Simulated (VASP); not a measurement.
# Bi (P6_3/mmc) in VASP: single point with PBEsol

Aim: the single point of Bi with PBEsol.

Program: VASP 6.6.1. These are calculated values, not measurements. Logs are shortened: lines on timing, memory, paths and dates and some standing lists are left out, and cuts for length are marked.

### Step 1. The cell of the first run

The structure is hexagonal, space group P6_3/mmc (No. 194). Conventional cell: a = 3.551 Å, b = 3.551 Å, c = 5.617 Å, α = 90.00°, β = 90.00°, γ = 120.00°. Bi (site symmetry -6m2) has 12 Bi at 3.48 to 3.55 Å within 4.6 Å.

This isn't the form of Bi at room conditions, which is rhombohedral.

### Step 2. Single point, PBEsol (Sb replaced by Bi, lengths x 1.039, strained)

Contents of INCAR:

```
PREC = Accurate
ENCUT = 520
EDIFF = 1E-7
ISMEAR = 0
SIGMA = 0.1
LREAL = F
LASPH = T
NELM = 100
ALGO = Normal
ISIF = 2
LWAVE = F
LCHARG = F
GGA = PS
NBANDS = 22
```

Contents of KPOINTS:

```
Automatic mesh
0
Gamma
  15 15 8
```

Contents of POSCAR:

```
Bi
1.0
    3.5505604951      0.0000000000      0.0000000000
   -1.7752802476      3.0748755865      0.0000000000
    0.0000000000      0.0000000000      5.6172414458
Bi
2
Direct
    0.3333333333      0.6666666667      0.2500000000
    0.6666666667      0.3333333333      0.7500000000
```

Potentials or basis: VASP PAW PBE potentials, release 64 (Bi_d).

Started as:

```bash
$ cat potpaw_PBE.64/Bi_d/POTCAR > POTCAR
$ mpirun -np 1 vasp_std > vasp.out
```

OUTCAR:

```text
PREC = Accurate
   ENCUT = 520
   EDIFF = 1E-7
   ISMEAR = 0
   LREAL = F
   LASPH = T
   NELM = 100
   ISIF = 2
   GGA = PS

 ion  position               nearest neighbor table
   1  0.333  0.667  0.250-   2 3.48   2 3.48   2 3.48   2 3.48   2 3.48   2 3.48
   2  0.667  0.333  0.750-   1 3.48   1 3.48   1 3.48   1 3.48   1 3.48   1 3.48

  LATTYP: Found a hexagonal cell.
 ALAT       =     3.5505604951
 C/A-ratio  =     1.5820717471

  Lattice vectors:

 A1 = (   3.5505604951,   0.0000000000,   0.0000000000)
 A2 = (  -1.7752802476,   3.0748755865,   0.0000000000)
 A3 = (   0.0000000000,   0.0000000000,   5.6172414458)

Analysis of symmetry for initial positions (statically):
=====================================================================
 Subroutine PRICEL returns:
 Original cell was already a primitive cell.

 Routine SETGRP: Setting up the symmetry group for a
 hexagonal supercell.

 Subroutine GETGRP returns: Found 24 space group operations
 (whereof 12 operations were pure point group operations)
 out of a pool of 24 trial point group operations.

The static configuration has the point symmetry D_3d.
 The point group associated with its full space group is D_6h.

Analysis of symmetry for dynamics (positions and initial velocities):
=====================================================================
 Subroutine PRICEL returns:
 Original cell was already a primitive cell.

 Routine SETGRP: Setting up the symmetry group for a
 hexagonal supercell.

 Subroutine GETGRP returns: Found 24 space group operations
 (whereof 12 operations were pure point group operations)
 out of a pool of 24 trial point group operations.

The dynamic configuration has the point symmetry D_3d.
 The point group associated with its full space group is D_6h.

 Subroutine INISYM returns: Found 24 space group operations
 (whereof 12 operations are pure point group operations),
 and found     1 'primitive' translations

----------------------------------------------------------------------------------------

                                     Primitive cell

  volume of cell :      61.3264

  direct lattice vectors                    reciprocal lattice vectors
[... 80 lines left out ...]
   ICHARG =      2    charge: 1-file 2-atom 10-const
   ISPIN  =      1    spin polarized calculation?
   LNONCOLLINEAR =      F non collinear calculations
   LSORBIT =      F    spin-orbit coupling
   LASPH  =      T    aspherical Exc in radial PAW
   ENCUT  =  520.0 eV  38.22 Ry    6.18 a.u.   6.60  6.60 10.44*2*pi/ulx,y,z
   NELM   =    100;   NELMIN=  2; NELMDL= -5     # of ELM steps
   EDIFF  = 0.1E-06   stopping-criterion for ELM
   LREAL  =      F    real-space projection
   EDIFFG = 0.1E-05   stopping-criterion for IOM
   NSW    =      0    number of steps for IOM
   IBRION =     -1    ionic relax: 0-MD 1-quasi-New 2-CG
   NFREE  =      0    steps in history (QN), initial steepest desc. (CG)
   ISIF   =      2    stress and relaxation
   ISYM   =      2    0-nonsym 1-usesym 2-fastsym
   POTIM  = 0.5000    time-step for ionic-motion
   TEBEG  =    0.0;   TEEND  =   0.0 temperature during run
   PSTRESS=    0.0 pullay stress
   NELECT =      30.0000    total number of electrons
   NUPDOWN=      -1.0000    fix difference up-down
   EMIN   =  10.00;   EMAX   =-10.00  energy-range for DOS
   EFERMI =   0.00;   METHOD = LEGACY
   ISMEAR =     0;   SIGMA  =   0.10  broadening in eV -4-tet -1-fermi 0-gaus
   EFERMI_NEDOS =   21; number of points for ismear=-14 and -15
   IALGO  =     38    algorithm
   IMIX   =      4    mixing-type and parameters
     AMIX     =   0.40;   BMIX     =  1.00
     AMIX_MAG =   1.60;   BMIX_MAG =  1.00
  volume/ion in A,a.u.               =      30.66       206.93
  Fermi-wavevector in a.u.,A,eV,Ry     =   1.289930  2.437614 22.638990  1.663919
  Thomas-Fermi vector in A             =   2.421792
   LORBIT       =      0    0 simple, 1 ext, 2 COOP (PROOUT), +10 PAW based schemes
   GGA     = PS    functional components
   LHFCALC =     F    Hartree Fock is set to
   AEXX    =    0.0000 exact exchange contribution
   IVDW    =     0    specifies the selected vdW correction
   LEPSILON=     F    determine dielectric tensor
   LRPA    =     F    only Hartree local field effects (RPA)
 non-spin polarized calculation
 Gauss-broadening in eV      SIGMA  =   0.10
  energy-cutoff  :      520.00
  volume of cell :       61.33
 maximum number of plane-waves:      1689
 NGX is ok and might be reduce to    28
   NGX = 13   NGY = 13   NGZ = 21

 number of electron      30.0000015 magnetization

 Free energy of the ion-electron system (eV)
  ---------------------------------------------------
  ext. energy  EPLUGINS =         0.00000000
  ---------------------------------------------------
  free energy    TOTEN  =        -8.40402843 eV

  energy without entropy =       -8.39786362  energy(sigma->0) =       -8.40094602

 E-fermi :   7.9958     XC(G=0): -10.5111

 val. band max:        7.9550618459   @ k =   0.4000   0.0667   0.3750
 cond. band min:       8.0222822149   @ k =   0.3333   0.2667   0.0000
 fundamental gap:      0.0672203690
 Fermi energy:         7.9957723324

 k-point     1 :       0.0000    0.0000    0.0000
  band No.  band energies     occupation
      1     -15.0049      2.00000
      2     -15.0028      2.00000
      3     -14.9843      2.00000
      4     -14.9843      2.00000
      5     -14.9740      2.00000
      6     -14.9740      2.00000
[... 589 lines left out ...]
     21      19.9698      0.00000
     22      20.5177      0.00000

 [... further k-points ...]

------------------------ aborting loop because EDIFF is reached ----------------------------------------

  FORCE on cell =-STRESS in cart. coord.  units (eV):
  Direction    XX          YY          ZZ          XY          YZ          ZX
  --------------------------------------------------------------------------------------
  -------------------------------------------------------------------------------------
  Total       -0.7070059     -0.7070059     -0.0449160      0.0000000      0.0000000      0.0000000
  in kB      -18.4708152    -18.4708152     -1.1734489      0.0000000      0.0000000      0.0000000
  external PRESSURE =     -12.7050264 kB  Pullay stress =       0.0000000 kB

 VOLUME and BASIS-vectors are now :
 -----------------------------------------------------------------------------
  energy-cutoff  :      520.00
  volume of cell :       61.33
      direct lattice vectors                 reciprocal lattice vectors
     3.550560495  0.000000000  0.000000000     0.281645673  0.162608205  0.000000000
    -1.775280248  3.074875587  0.000000000     0.000000000  0.325216410  0.000000000
     0.000000000  0.000000000  5.617241446     0.000000000  0.000000000  0.178023325

 POSITION                                       TOTAL-FORCE (eV/Angst)
 -----------------------------------------------------------------------------------
     -0.00000      2.04992      1.40431         0.000000      0.000000      0.000000
      1.77528      1.02496      4.21293        -0.000000     -0.000000      0.000000
 -----------------------------------------------------------------------------------
    total drift:                                0.000000     -0.000000      0.000000

  FREE ENERGIE OF THE ION-ELECTRON SYSTEM (eV)
  ---------------------------------------------------
  free  energy   TOTEN  =        -8.4040284298 eV

  energy  without entropy=       -8.3978636165  energy(sigma->0) =       -8.40094602
```

OSZICAR:

```text
N       E                     dE             d eps       ncg     rms          rms(c)
DAV:   1     0.306817615876E+03    0.30682E+03   -0.16194E+04  5940   0.171E+03
DAV:   2     0.171437598002E+02   -0.28967E+03   -0.28257E+03  6018   0.448E+02
DAV:   3    -0.754690122416E+01   -0.24691E+02   -0.24331E+02  7138   0.142E+02
DAV:   4    -0.838930901365E+01   -0.84241E+00   -0.84150E+00  7418   0.281E+01
DAV:   5    -0.842257350394E+01   -0.33264E-01   -0.33263E-01  8450   0.508E+00    0.644E-01
DAV:   6    -0.840787463135E+01    0.14699E-01   -0.27336E-02  7370   0.193E+00    0.364E-01
DAV:   7    -0.840413158937E+01    0.37430E-02   -0.13453E-02  7652   0.128E+00    0.122E-01
DAV:   8    -0.840402458338E+01    0.10701E-03   -0.79938E-04  7134   0.369E-01    0.102E-02
DAV:   9    -0.840402903964E+01   -0.44563E-05   -0.27471E-05  9274   0.419E-02    0.448E-03
DAV:  10    -0.840402842065E+01    0.61899E-06   -0.77135E-07  6936   0.959E-03    0.248E-04
DAV:  11    -0.840402842976E+01   -0.91077E-08   -0.30939E-08  4404   0.210E-03
   1 F= -.84040284E+01 E0= -.84009460E+01  d E =-.616481E-02
```

stdout:

```text
POSCAR found type information on POSCAR Bi
 POSCAR found :  1 types and       2 ions
 scaLAPACK will be used
 -----------------------------------------------------------------------------
|                                                                             |
|                                                                             |
|     You enforced a specific xc type in the INCAR file but a different       |
|     I HOPE YOU KNOW WHAT YOU ARE DOING!                                     |
|                                                                             |
 -----------------------------------------------------------------------------

 LDA part: xc-table for (Slater+PW92), standard interpolation
 POSCAR, INCAR and KPOINTS ok, starting setup
 FFT: planning ... GRIDC
 FFT: planning ... GRID_SOFT
 FFT: planning ... GRID
 WAVECAR not read
 entering main loop
```

Run time: 3.5 min. Hardware: 1 thread of Intel Xeon 8259CL, shared host; peak memory 0.27 GiB.

Results:

| Quantity | Value |
| --- | --- |
| Free energy | -8.4040 eV |
| Pressure | -1.3 GPa |
| Band gap on the k mesh | zero (bands 15 and 16 overlap by 6.73 eV) |

Caveat: the cell differs from its parent crystal (Sb replaced by Bi, lengths x 1.039, strained); the PAW data sets were made with another functional, which shifts forces and pressure a little; spin-orbit coupling is left out, which moves the levels of the heavy elements.
